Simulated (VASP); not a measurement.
Crystal: CdTe (zincblende type).

```
Cd Te
1.0
     0.00000    3.10723    3.10723
     3.10723    0.00000    3.10723
     3.10723    3.10723    0.00000
Cd Te
1 1
Direct
  0.00000 0.00000 0.00000
  0.25000 0.25000 0.25000
```

```yaml
Program: VASP 6.6.1
Task: relaxation of cell and atoms
Functional: r2SCAN
Potentials_or_basis: VASP PAW PBE potentials, release 64 (Cd, Te)
Cutoff: 600 eV
k_mesh: 9 × 9 × 9
Occupations: fermi-dirac, width 0.02 eV
Spin: no spin polarisation
```

At the start: pressure 9.6 GPa; volume 30.00 Å³/atom.

Where does the relaxation end?

Over 5 steps the energy falls by 136.7 meV/atom and the volume is 35.31 Å³/atom (+17.7 %); space group F-43m (No. 216, to 0.1 Å) before and after.

The path:
| step | energy change (eV) | largest force (eV/Å) | pressure (GPa) | volume (Å³) |
| --- | --- | --- | --- | --- |
| 1 | 0.0000 | 0.0000 | 9.62 | 60.00 |
| 2 | -0.2118 | 0.0000 | -2.84 | 77.04 |
| 3 | -0.2734 | 0.0000 | 0.04 | 70.58 |
| 4 | -0.2733 | 0.0000 | -0.08 | 70.80 |
| 5 | -0.2734 | 0.0000 | 0.02 | 70.63 |

Final structure:
```
Cd Te
1.0
     0.00000    3.28079    3.28079
     3.28079    0.00000    3.28079
     3.28079    3.28079    0.00000
Cd Te
1 1
Direct
  0.00000 0.00000 0.00000
  0.25000 0.25000 0.25000
```

Caveat: the volume moved by over 15 % at a fixed basis, so the end points are rough; the PAW data sets were made with another functional, which shifts forces and pressure a little.
